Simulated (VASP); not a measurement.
Wanted: the native input for a VASP 6.6.1 run.

| Item | Value |
| --- | --- |
| Task | electric field gradients |
| Functional | LDA |
| Potentials or basis | VASP PAW LDA potentials, release 64 (V_sv, H) |
| Cutoff | 520 eV |
| k mesh | 11 × 11 × 11 |
| Occupations | fermi-dirac, width 0.05 eV |
| Spin | collinear spin, ferromagnetic start |
| Starting moments | [1.5, 0.0, 0.0] μB |
| Dipole correction | no |
| Further INCAR settings | ALGO = Normal; EDIFF = 1e-08; NBANDS = 18 |

The structure of VH2 lies in POSCAR:

```
VH2
1.0
    0.0000000000      2.1355000000      2.1355000000
    2.1355000000      0.0000000000      2.1355000000
    2.1355000000      2.1355000000      0.0000000000
V H
1 2
Direct
    0.0000000000      0.0000000000      0.0000000000
    0.2500000000      0.2500000000      0.2500000000
    0.7500000000      0.7500000000      0.7500000000
```

One way to write it, as run:

INCAR

```
PREC = Accurate ; ENCUT = 520
EDIFF = 1E-8 ; ISMEAR = -1
SIGMA = 0.05 ; LREAL = False
LASPH = True ; NELM = 150
ALGO = Normal ; ISIF = 2
LWAVE = False ; LCHARG = False
ISPIN = 2 ; MAGMOM = 1.5 0 0
LORBIT = 11 ; LMAXMIX = 4
GGA = CA ; LEFG = True
NBANDS = 18
```

KPOINTS

```
Automatic mesh
0
Gamma
  11 11 11
```

Potentials or basis: VASP PAW LDA potentials, release 64 (V_sv, H).

Command:

```console
$ cat potpaw_LDA.64/V_sv/POTCAR potpaw_LDA.64/H/POTCAR > POTCAR
$ mpirun -np 1 vasp_std > vasp.out
```

It gave:

```json
{"Pressure": "-16.0 GPa", "Net moment": "0.00 μB per cell", "Valence electrons inside the program's atomic spheres": "V 11.61; H 0.58"}
```

Caveat: without QUAD_EFG the Cq values of the log hold for a quadrupole moment of 1 mb, not for the nuclei.

Run time: 12 s on 1 thread of Intel(R) Xeon(R) 6975P-C (Granite Rapids), on a shared host, peak memory 0.15 GiB.
